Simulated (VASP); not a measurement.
**CsH: single point with LDA**

The system is CsH.

```
CELL_PARAMETERS angstrom
3.81841 0.00000 0.00000
0.00000 3.81841 0.00000
0.00000 0.00000 3.81841
ATOMIC_POSITIONS crystal
Cs 0.00000 0.00000 0.00000
H 0.50000 0.50000 0.59821
```

This cell differs from its parent crystal: all H atoms moved +0.375 Å, as atom 2 along Cartesian [0 0 1].

| Property | Result |
| --- | --- |
| Program | VASP 6.6.1 |
| Task | single point |
| Functional | LDA |
| Potentials or basis | VASP PAW LDA potentials, release 64 (Cs_sv, H) |
| Cutoff | 520 eV |
| k mesh | 8 × 8 × 8 |
| Occupations | gaussian, width 0.05 eV |
| Spin | no spin polarisation |

- Pressure: -1.5 GPa
- Largest force: 0.125 eV/Å
- Band gap on the k mesh: 2.50 eV, indirect (least direct gap 2.53 eV)

Forces in eV/Å, atoms in the order of the input:
```
Cs   0.000  0.000  0.125
H    0.000  0.000 -0.125
```

Stress tensor (GPa, compression positive):
```
-1.58  0.00  0.00
 0.00 -1.58  0.00
 0.00  0.00 -1.41
```

Levels at points of the mesh, in eV from the valence-band top:
| k point | band 2 | band 3 | band 4 | band 5 | band 6 | band 7 | band 8 | band 9 |
| --- | --- | --- | --- | --- | --- | --- | --- | --- |
| (0.00, 0.00, 0.00) | -7.72 | -7.69 | -7.69 | -1.90 | 3.23 | 3.29 | 6.95 | 9.47 |
| (0.50, 0.00, 0.00) | -9.27 | -7.55 | -7.53 | -0.03 | 2.50 | 4.07 | 6.03 | 6.08 |
| (0.00, 0.00, 0.50) | -9.28 | -7.53 | -7.53 | -0.17 | 2.66 | 4.09 | 6.09 | 6.09 |
| (0.50, 0.50, 0.00) | -8.93 | -8.93 | -7.41 | -1.19 | 4.30 | 6.62 | 6.75 | 6.75 |
| (0.00, 0.50, 0.50) | -8.96 | -8.95 | -7.38 | -1.05 | 4.31 | 5.44 | 6.79 | 7.00 |
| (0.50, 0.50, 0.50) | -8.72 | -8.70 | -8.70 | 0.00 | 2.67 | 2.67 | 2.99 | 11.44 |

Wall time 20 s on 1 thread of AMD EPYC 9R45 (Zen 5), on a shared host, peak memory 0.14 GiB.

Caveat: the cell differs from its parent crystal (all H atoms moved +0.375 Å, as atom 2 along Cartesian [0 0 1]); spin-orbit coupling is left out, which moves the levels of the heavy elements. A k mesh can miss the band edges.
